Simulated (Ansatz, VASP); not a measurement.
Ru in VASP and in Ansatz

INCAR

```
PREC = Accurate ; ENCUT = 520
EDIFF = 1E-7 ; ISMEAR = 0
SIGMA = 0.05 ; LREAL = F
LASPH = T ; NELM = 100
ALGO = Fast ; ISIF = 2
LWAVE = F ; LCHARG = F
GGA = PE ; NBANDS = 13
```

Contents of KPOINTS:

```
Automatic mesh
0
Gamma
  10 10 10
```

The input POSCAR:

```
Ru
1.0
   -1.5000148147      1.5000148147      1.5000148147
    1.5000148147     -1.5000148147      1.5000148147
    1.5000148147      1.5000148147     -1.5000148147
Ru
1
Direct
    0.0000000000      0.0000000000      0.0000000000
```

Input for Ansatz:

```yaml
crystal:
  lattice:
    - [-1.5000148147, 1.5000148147, 1.5000148147]
    - [1.5000148147, -1.5000148147, 1.5000148147]
    - [1.5000148147, 1.5000148147, -1.5000148147]
  atoms:
    - { symbol: Ru, position: [0.0, 0.0, 0.0] }
basis:
  ecutwfc: 420
  ecutrho_ratio: 4
kpoints:
  mp_grid: { grid: [10, 10, 10] }
hamiltonian:
  xc: pbe
scf:
  occupations: { method: gaussian, width: 0.05 }
output:
  forces: true
  stress: true
  eigenvalues: true
```

Alike in both runs: task single point; functional PBE; k mesh 10 × 10 × 10; occupations gaussian, width 0.05 eV; no spin polarisation.

```csv
,VASP,Ansatz
version,VASP 6.6.1,Ansatz 0.2.0
potentials or method,"VASP PAW PBE potentials, release 64 (Ru_pv), cutoff 520 eV","scalar-relativistic, plane waves, PAW"
valence electrons in the cell,14,16
```

|  | VASP | Ansatz | Ansatz less VASP |
| --- | --- | --- | --- |
| gap on the k mesh at the Fermi level (eV) | none | none | - |
| pressure (GPa) | 16.6 | 16.7 | +0.06 |

A gap of «none» marks a metal or a gap that the smearing closes. With one functional, cell and mesh, what is left measures potentials, basis and numerics. VASP's potentials hold 14 valence electrons a cell and Ansatz's 16, so a difference there can come from the potentials and not from the codes.
